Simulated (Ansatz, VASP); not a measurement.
**CuO in VASP and in Ansatz**

```xyz
12
Lattice="2.8941 0.0000 0.0000 0.0117 2.8941 0.0000 0.0000 0.0000 29.0031" Properties=species:S:1:pos:R:3 pbc="T T T"
O     1.4529    1.4477    7.6727
O     1.4537    1.4477   10.0431
O     1.4538    1.4480   12.5841
O     1.4542    1.4481   15.1328
O     1.4542    1.4485   17.6715
O     1.4546    1.4486   20.2171
Cu    1.4476    0.0006    8.7754
Cu    0.0067    1.4478   11.3141
Cu    1.4482    0.0010   13.8534
Cu    0.0072    1.4483   16.4037
Cu    1.4486    0.0015   18.9509
Cu    0.0076    1.4486   21.3994
```

Alike in both runs: functional PBEsol; k mesh 12 × 12 × 1; occupations gaussian, width 0.1 eV; no spin polarisation.

Ansatz relaxed the structure, and its values are those at the end. VASP's run is a single point on that final structure, the one shown.

```csv
,VASP,Ansatz
version,VASP 6.6.1,Ansatz 0.2.0
potentials or method,"VASP PAW PBE potentials, release 64 (O, Cu), cutoff 520 eV","scalar-relativistic, plane waves, PAW"
valence electrons in the cell,102,150
```

VASP gave:

```
gap on the k mesh at the Fermi level (eV) : none
rms of the force components (eV/Å)        : 0.027
```

Q: What did Ansatz give for the same quantities?

A: gap on the k mesh at the Fermi level (eV): none; rms of the force components (eV/Å): 0.002.

VASP's potentials were made for PBE, not for PBEsol. A gap of «none» marks a metal or a gap that the smearing closes. VASP's potentials hold 102 valence electrons a cell and Ansatz's 150, so a difference there can come from the potentials and not from the codes.
